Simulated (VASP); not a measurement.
The system is TiAl.

```
CELL_PARAMETERS angstrom
2.81053 0.00000 0.00000
0.00000 2.81053 0.00000
0.00000 0.00000 3.95916
ATOMIC_POSITIONS crystal
Ti 0.50000 0.50000 0.50000
Al 0.00000 0.00000 0.00000
```

```yaml
Program: VASP 6.6.1
Task: relaxation of cell and atoms
Functional: PBE
Potentials_or_basis: VASP PAW PBE potentials, release 64 (Ti_sv, Al)
Cutoff: 600 eV
k_mesh: 14 × 14 × 10
Occupations: gaussian, width 0.1 eV
Spin: no spin polarisation
```

At the start: pressure 4.5 GPa; volume 15.64 Å³/atom.

Question: Where does the relaxation end?

Answer: Over 5 steps the energy falls by 9.9 meV/atom and the volume is 16.24 Å³/atom (+3.8 %); space group P4/mmm (No. 123, to 0.1 Å) before and after.

The path:
```tsv
step	energy change (eV)	largest force (eV/Å)	pressure (GPa)	volume (Å³)
1	0.0000	0.0000	4.48	31.27
2	-0.0108	0.0000	-2.76	33.30
3	-0.0175	0.0000	-0.18	32.50
4	-0.0190	0.0000	-0.13	32.49
5	-0.0199	0.0000	-0.06	32.47
```

Final structure:
```
Ti Al
1.0
     2.82225    0.00000    0.00000
     0.00000    2.82225    0.00000
     0.00000    0.00000    4.07654
Ti Al
1 1
Direct
  0.50000 0.50000 0.50000
  0.00000 0.00000 0.00000
```
